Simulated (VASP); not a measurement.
# H4C in VASP: further runs

Runs on H4C. Level: PBE+D3(BJ). Tasks: single point.

Program: VASP 6.6.1. These are calculated values, not measurements. Logs are shortened: lines on timing, memory, paths and dates and some standing lists are left out, and cuts for length are marked.

**1. The cell of the first run**

The cell holds a disordered packing, 40 atoms: a = 7.958 Å, b = 7.958 Å, c = 7.958 Å, α = 90.00°, β = 90.00°, γ = 90.00°.

**2. Single point, PBE+D3(BJ)**

File INCAR:

```
PREC = Accurate ; ENCUT = 520
EDIFF = 1E-6 ; ISMEAR = -1
SIGMA = 0.05 ; LREAL = Auto
LASPH = T ; NELM = 60
ALGO = Normal ; ISIF = 2
LWAVE = F ; LCHARG = F
GGA = PE ; IVDW = 12
NBANDS = 58
```

File KPOINTS:

```
Automatic mesh
0
Gamma
  1 1 1
```

File POSCAR:

```
H4C
1.0
    7.9581140000      0.0000000000      0.0000000000
    0.0000000000      7.9581140000      0.0000000000
    0.0000000000      0.0000000000      7.9581140000
C H
8 32
Direct
    0.3329375654      0.7072709072      0.6791355078
    0.9166511607      0.0962771888      0.7603299205
    0.6555600312      0.7497851751      0.0424483631
    0.4569200169      0.4714331921      0.3252804053
    0.1845685851      0.9100129860      0.1348028745
    0.8784475536      0.5783135982      0.7238597489
    0.4824473593      0.2543712205      0.8430841790
    0.7349822899      0.1347999104      0.2932648554
    0.2335577774      0.6611157861      0.5960289059
    0.4317368267      0.6119742534      0.6885535697
    0.2800531002      0.7323908296      0.8035791834
    0.3859446395      0.8230803605      0.6269866987
    0.9741415521      0.1825165035      0.8507683055
    0.8196282635      0.0215255474      0.8229065630
    1.0132569681      0.0120958367      0.7100885584
    0.8600426880      0.1683305567      0.6575786201
    0.7659050993      0.8286033810      0.0202761003
    0.5781291128      0.8059302451      0.1411596079
    0.6955924865      0.6243686524      0.0814219729
    0.5822057936      0.7406964639     -0.0736230103
    0.4123277150      0.3763671735      0.4143791275
    0.4473901525      0.4236458382      0.1964066984
    0.5882673023      0.5022505615      0.3530544517
    0.3797585948      0.5846679896      0.3379491867
    0.1540271880      0.7864830365      0.0817870351
    0.2967349671      0.8996157657      0.2137239228
    0.0790838826      0.9545740311      0.2109289703
    0.2084398789      0.9992241345      0.0326386161
    0.7890116042      0.4794348701      0.7576057490
    0.9562100520      0.6101176472      0.8327544131
    0.8100174481      0.6907317496      0.6830288408
    0.9601116099      0.5334381077      0.6220198901
    0.5949154959      0.2670777358      0.9216122894
    0.4331431563      0.1262168794      0.8542074421
    0.5150618374      0.2796884957      0.7119796408
    0.3870114349      0.3444638901      0.8846738988
    0.8174147292      0.2417983721      0.3191011836
    0.6689925819      0.0986539151      0.4084772705
    0.8101573119      0.0284606736      0.2486930613
    0.6432400874      0.1689807385      0.1964641819
```

Potentials or basis: VASP PAW PBE potentials, release 64 (C, H).

Started as:

```sh
$ cat potpaw_PBE.64/C/POTCAR potpaw_PBE.64/H/POTCAR > POTCAR
$ mpirun -np 1 vasp_gam > vasp.out
```

OUTCAR:

```text
PREC = Accurate
   ENCUT = 520
   EDIFF = 1E-6
   ISMEAR = -1
   LREAL = Auto
   LASPH = T
   NELM = 60
   ISIF = 2
   GGA = PE
   IVDW = 12
 IVDW          = 12

 ion  position               nearest neighbor table
   1  0.333  0.707  0.679-   9 1.09  11 1.09  10 1.09  12 1.10
   2  0.917  0.096  0.760-  14 1.09  13 1.09  15 1.10  16 1.10
   3  0.656  0.750  0.042-  19 1.09  17 1.09  18 1.09  20 1.10
   4  0.457  0.471  0.325-  24 1.10  21 1.10  23 1.10  22 1.10
   5  0.185  0.910  0.135-  27 1.09  26 1.09  28 1.10  25 1.10
   6  0.878  0.578  0.724-  29 1.09  30 1.09  31 1.10  32 1.10
   7  0.482  0.254  0.843-  35 1.09  36 1.10  33 1.10  34 1.10
   8  0.735  0.135  0.293-  37 1.09  38 1.10  39 1.10  40 1.10
   9  0.234  0.661  0.596-   1 1.09
  10  0.432  0.612  0.689-   1 1.09
  11  0.280  0.732  0.804-   1 1.09
  12  0.386  0.823  0.627-   1 1.10
  13  0.974  0.183  0.851-   2 1.09
  14  0.820  0.022  0.823-   2 1.09
[... 24 lines left out ...]
  39  0.810  0.028  0.249-   8 1.10
  40  0.643  0.169  0.196-   8 1.10

  LATTYP: Found a simple cubic cell.
 ALAT       =     7.9581140000

  Lattice vectors:

 A1 = (   7.9581140000,   0.0000000000,   0.0000000000)
 A2 = (   0.0000000000,   7.9581140000,   0.0000000000)
 A3 = (   0.0000000000,   0.0000000000,   7.9581140000)

Analysis of symmetry for initial positions (statically):
=====================================================================
 Subroutine PRICEL returns:
 Original cell was already a primitive cell.

 Routine SETGRP: Setting up the symmetry group for a
 simple cubic supercell.

 Subroutine GETGRP returns: Found  1 space group operations
 (whereof  1 operations were pure point group operations)
 out of a pool of 48 trial point group operations.

The static configuration has the point symmetry C_1 .

Analysis of symmetry for dynamics (positions and initial velocities):
=====================================================================
 Subroutine PRICEL returns:
 Original cell was already a primitive cell.

 Routine SETGRP: Setting up the symmetry group for a
 simple cubic supercell.

 Subroutine GETGRP returns: Found  1 space group operations
 (whereof  1 operations were pure point group operations)
 out of a pool of 48 trial point group operations.

The dynamic configuration has the point symmetry C_1 .

 Subroutine INISYM returns: Found  1 space group operations
 (whereof  1 operations are pure point group operations),
 and found     1 'primitive' translations

----------------------------------------------------------------------------------------

                                     Primitive cell

  volume of cell :     503.9999

  direct lattice vectors                    reciprocal lattice vectors
     7.958114000  0.000000000  0.000000000     0.125657913  0.000000000  0.000000000
     0.000000000  7.958114000  0.000000000     0.000000000  0.125657913  0.000000000
     0.000000000  0.000000000  7.958114000     0.000000000  0.000000000  0.125657913

  length of vectors
     7.958114000  7.958114000  7.958114000     0.125657913  0.125657913  0.125657913

  position of ions in fractional coordinates (direct lattice)
     0.332937565  0.707270907  0.679135508
     0.916651161  0.096277189  0.760329920
     0.655560031  0.749785175  0.042448363
     0.456920017  0.471433192  0.325280405
     0.184568585  0.910012986  0.134802874
     0.878447554  0.578313598  0.723859749
[... 32 lines left out ...]
     0.810157312  0.028460674  0.248693061
     0.643240087  0.168980738  0.196464182

  ion indices of the primitive-cell ions
   primitive index   ion index
                 1           1
                 2           2
                 3           3
                 4           4
                 5           5
                 6           6
[... 32 lines left out ...]
                39          39
                40          40

----------------------------------------------------------------------------------------

 KPOINTS: Automatic mesh

Automatic generation of k-mesh.
 Grid dimensions read from file:
 generate k-points for:    1    1    1

 Generating k-lattice:

  Cartesian coordinates                     Fractional coordinates (reciprocal lattice)
     0.125657913  0.000000000  0.000000000     1.000000000  0.000000000  0.000000000
     0.000000000  0.125657913  0.000000000     0.000000000  1.000000000  0.000000000
     0.000000000  0.000000000  0.125657913     0.000000000  0.000000000  1.000000000

  Length of vectors
     0.125657913  0.125657913  0.125657913

  Shift w.r.t. Gamma in fractional coordinates (k-lattice)
     0.000000000  0.000000000  0.000000000

 Subroutine IBZKPT returns following result:
 ===========================================

 Found      1 irreducible k-points:

 Following reciprocal coordinates:
            Coordinates               Weight
  0.000000  0.000000  0.000000      1.000000
   k-points           NKPTS =      1   k-points in BZ     NKDIM =      1   number of bands    NBANDS=     58
   number of dos      NEDOS =    301   number of ions     NIONS =     40
   total plane-waves  NPLWV = 216000
   dimension x,y,z NGX =    60 NGY =   60 NGZ =   60
   dimension x,y,z NGXF=   120 NGYF=  120 NGZF=  120
   ions per type =               8  32
   NGX,Y,Z   is equivalent  to a cutoff of  12.53, 12.53, 12.53 a.u.
   NGXF,Y,Z  is equivalent  to a cutoff of  25.07, 25.07, 25.07 a.u.
 SYSTEM =  unknown system
   PREC   = accura    normal or accurate (medium, high low for compatibility)
   ISTART =      0    job   : 0-new  1-cont  2-samecut
   ICHARG =      2    charge: 1-file 2-atom 10-const
   ISPIN  =      1    spin polarized calculation?
   LNONCOLLINEAR =      F non collinear calculations
   LSORBIT =      F    spin-orbit coupling
   LASPH  =      T    aspherical Exc in radial PAW
   ENCUT  =  520.0 eV  38.22 Ry    6.18 a.u.  14.80 14.80 14.80*2*pi/ulx,y,z
   NELM   =     60;   NELMIN=  2; NELMDL= -5     # of ELM steps
   EDIFF  = 0.1E-05   stopping-criterion for ELM
   LREAL  =      T    real-space projection
   EDIFFG = 0.1E-04   stopping-criterion for IOM
   NSW    =      0    number of steps for IOM
   IBRION =     -1    ionic relax: 0-MD 1-quasi-New 2-CG
   NFREE  =      0    steps in history (QN), initial steepest desc. (CG)
   ISIF   =      2    stress and relaxation
   ISYM   =      2    0-nonsym 1-usesym 2-fastsym
   POTIM  = 0.5000    time-step for ionic-motion
   TEBEG  =    0.0;   TEEND  =   0.0 temperature during run
   PSTRESS=    0.0 pullay stress
   NELECT =      64.0000    total number of electrons
   NUPDOWN=      -1.0000    fix difference up-down
   EMIN   =  10.00;   EMAX   =-10.00  energy-range for DOS
   EFERMI =   0.00;   METHOD = LEGACY
   ISMEAR =    -1;   SIGMA  =   0.05  broadening in eV -4-tet -1-fermi 0-gaus
   EFERMI_NEDOS =   21; number of points for ismear=-14 and -15
   IALGO  =     38    algorithm
   IMIX   =      4    mixing-type and parameters
     AMIX     =   0.40;   BMIX     =  1.00
     AMIX_MAG =   1.60;   BMIX_MAG =  1.00
  volume/ion in A,a.u.               =      12.60        85.03
  Fermi-wavevector in a.u.,A,eV,Ry     =   0.822858  1.554975  9.212431  0.677095
  Thomas-Fermi vector in A             =   1.934266
   LORBIT       =      0    0 simple, 1 ext, 2 COOP (PROOUT), +10 PAW based schemes
   GGA     = PE    functional components
   LHFCALC =     F    Hartree Fock is set to
   AEXX    =    0.0000 exact exchange contribution
   IVDW    =    12    specifies the selected vdW correction
   LEPSILON=     F    determine dielectric tensor
   LRPA    =     F    only Hartree local field effects (RPA)
 non-spin polarized calculation
  energy-cutoff  :      520.00
  volume of cell :      504.00
 maximum number of plane-waves:      6759
 NGX is ok and might be reduce to    60
   NGX = 29   NGY = 29   NGZ = 29

 number of electron      64.0000001 magnetization

 Free energy of the ion-electron system (eV)
  ---------------------------------------------------
  ext. energy  EPLUGINS =         0.00000000
  ---------------------------------------------------
  free energy    TOTEN  =      -192.21318491 eV

  energy without entropy =     -192.21318491  energy(sigma->0) =     -192.21318491

 E-fermi :  -5.5125     XC(G=0):  -5.5011

 val. band max:       -6.7764895061   @ k =   0.0000   0.0000   0.0000
 cond. band min:       0.5054764127   @ k =   0.0000   0.0000   0.0000
 fundamental gap:      7.2819659187
 Fermi energy:        -5.5125469621

 k-point     1 :       0.0000    0.0000    0.0000
  band No.  band energies     occupation
      1     -15.2655      2.00000
      2     -15.0066      2.00000
      3     -14.9996      2.00000
      4     -14.9739      2.00000
      5     -14.9540      2.00000
      6     -14.8396      2.00000
[... 36 lines left out ...]
     43       3.7835      0.00000
     44       4.0058      0.00000
 [bands above 44 left out]

------------------------ aborting loop because EDIFF is reached ----------------------------------------

 Edisp (eV)   -1.05736

 E8    (eV) :    -0.2197

  FORCE on cell =-STRESS in cart. coord.  units (eV):
  Direction    XX          YY          ZZ          XY          YZ          ZX
  --------------------------------------------------------------------------------------
  -------------------------------------------------------------------------------------
  Total      -0.16491     0.01409    -0.10500    -0.08113     0.16916    -0.35322
  in kB      -0.52424     0.04478    -0.33379    -0.25791     0.53776    -1.12287
  external pressure =       -0.27 kB  Pullay stress =        0.00 kB

 VOLUME and BASIS-vectors are now :
 -----------------------------------------------------------------------------
  energy-cutoff  :      520.00
  volume of cell :      504.00
      direct lattice vectors                 reciprocal lattice vectors
     7.958114000  0.000000000  0.000000000     0.125657913  0.000000000  0.000000000
     0.000000000  7.958114000  0.000000000     0.000000000  0.125657913  0.000000000
     0.000000000  0.000000000  7.958114000     0.000000000  0.000000000  0.125657913

 POSITION                                       TOTAL-FORCE (eV/Angst)
 -----------------------------------------------------------------------------------
      2.64956      5.62854      5.40464        -0.015238      0.003238     -0.036268
      7.29481      0.76618      6.05079         0.036221     -0.028054     -0.048805
      5.21702      5.96688      0.33781        -0.052216      0.061131     -0.021568
      3.63622      3.75172      2.58862        -0.048618      0.015247     -0.019257
      1.46882      7.24199      1.07278         0.006028     -0.016286     -0.018144
      6.99079      4.60229      5.76056         0.025774     -0.019818     -0.155550
[... 32 lines left out ...]
      6.44732      0.22649      1.97913        -0.015609      0.025109      0.030777
      5.11898      1.34477      1.56348         0.031032     -0.006331      0.041811
 -----------------------------------------------------------------------------------
    total drift:                               -0.008522      0.004242     -0.014444

  FREE ENERGIE OF THE ION-ELECTRON SYSTEM (eV)
  ---------------------------------------------------
  free  energy   TOTEN  =      -193.2705467471 eV

  energy  without entropy=     -193.2705467471  energy(sigma->0) =     -193.27054675
```

It took 56 s on 1 thread of AMD EPYC 7R13 (Zen 3), shared host; peak memory 0.47 GiB.

Results:

```
Free energy                : -193.2705 eV
Pressure                   : 0.0 GPa
Largest force              : 0.159 eV/Å
Band gap on the k mesh     : 7.28 eV
Dispersion energy per atom : -0.026 eV
```

Forces in eV/Å, atoms in the order of the input:
```
C   -0.015  0.003 -0.036
C    0.036 -0.028 -0.049
C   -0.052  0.061 -0.022
C   -0.049  0.015 -0.019
C    0.006 -0.016 -0.018
C    0.026 -0.020 -0.156
C   -0.020 -0.016  0.067
C    0.004 -0.080 -0.056
H   -0.001  0.024  0.004
H   -0.012  0.019  0.007
H    0.012  0.021  0.019
H    0.015  0.036 -0.002
H   -0.003  0.023  0.026
H   -0.002  0.013  0.005
H    0.016 -0.011 -0.017
H    0.038 -0.022  0.024
H    0.040  0.000  0.000
H   -0.007  0.001  0.019
H    0.029 -0.057 -0.004
H    0.002 -0.012  0.024
H   -0.004 -0.019 -0.032
H    0.003  0.003  0.071
H   -0.036 -0.007  0.011
H    0.018  0.003 -0.028
H    0.003  0.020  0.021
H    0.021 -0.001  0.014
H   -0.014  0.013  0.013
H   -0.012 -0.014  0.015
H    0.004  0.030  0.012
H   -0.007 -0.020  0.030
H    0.035 -0.062 -0.015
H   -0.083  0.019  0.046
H   -0.028 -0.002 -0.035
H    0.018  0.013  0.005
H    0.020  0.003 -0.047
H   -0.012 -0.009  0.000
H    0.015  0.050  0.013
H   -0.018  0.006  0.015
H   -0.016  0.025  0.031
H    0.031 -0.006  0.042
```

Stress tensor (GPa, compression positive):
```
-0.05 -0.03 -0.11
-0.03  0.00  0.05
-0.11  0.05 -0.03
```

Levels at points of the mesh, in eV from the valence-band top:
```
           k point  band 29  band 30  band 31  band 32  band 33  band 34  band 35  band 36
(0.00, 0.00, 0.00)    -0.14    -0.09    -0.08     0.00     7.28     9.19     9.44     9.62
```

Caveat: the k points lie up to 0.79 Å⁻¹ apart.

[end of part 1 of 2]
